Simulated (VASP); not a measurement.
Write the native input for VASP 6.6.1 that does the following.

```
Task                   : relaxation of cell and atoms
Functional             : PBE
Dispersion             : D3(BJ)
Potentials or basis    : VASP PAW PBE potentials, release 64 (Te, Mo_sv)
Cutoff                 : 600 eV
k mesh                 : 12 × 12 × 4
Occupations            : gaussian, width 0.01 eV
Spin                   : no spin polarisation
Dipole correction      : no
Further INCAR settings : ALGO = Normal; EDIFF = 1e-06; IBRION = 2; EDIFFG = -0.005; NSW = 80; ISIF = 3
```

The structure of Te2Mo lies in POSCAR:

```
Te2Mo
1.0
    3.5182000000      0.0000000000      0.0000000000
   -1.7591000000      3.0468505756      0.0000000000
    0.0000000000      0.0000000000     13.9736000000
Te Mo
4 2
Direct
    0.3333333333      0.6666666667      0.6210000000
    0.6666666667      0.3333333333      0.1210000000
    0.3333333333      0.6666666667      0.8790000000
    0.6666666667      0.3333333333      0.3790000000
    0.3333333333      0.6666666667      0.2500000000
    0.6666666667      0.3333333333      0.7500000000
```

These files were run (other wordings do the same):

INCAR

```
SYSTEM = Te2Mo
  PREC = Accurate
  ENCUT = 600
  EDIFF = 1E-6
  ISMEAR = 0
  SIGMA = 0.01
  LREAL = .False.
  LASPH = .True.
  NELM = 100
  ALGO = Normal
  ISIF = 3
  LWAVE = .False.
  LCHARG = .False.
  GGA = PE
  IVDW = 12
  IBRION = 2
  NSW = 80
  EDIFFG = -0.005
```

KPOINTS

```
Automatic mesh
0
Gamma
  12 12 4
  0 0 0
```

Potentials or basis: VASP PAW PBE potentials, release 64 (Te, Mo_sv).

Command:

```bash
$ cat potpaw_PBE.64/Te/POTCAR potpaw_PBE.64/Mo_sv/POTCAR > POTCAR
$ mpirun -np 1 vasp_std > vasp.out
```

It gave:

```json
{"Relaxed volume": "24.15 Å³/atom", "Relaxed cell": "a = 3.495 Å, b = 3.495 Å, c = 13.692 Å, α = 90.00°, β = 90.00°, γ = 120.00°", "Space group after relaxing (to 0.1 Å)": "P6_3/mmc (No. 194)", "Energy gained by relaxing": "4.3 meV/atom", "Ionic steps": "11", "Pressure after relaxing": "0.0 GPa", "Band gap on the k mesh": "0.64 eV (least direct gap 1.03 eV)", "Dispersion energy per atom": "-0.555 eV"}
```

Caveat: spin-orbit coupling is left out, which moves the levels of the heavy elements.

It took 31 min on 1 thread of Oxide Virtual Turin-like Processor (shared host), peak memory 0.45 GiB.
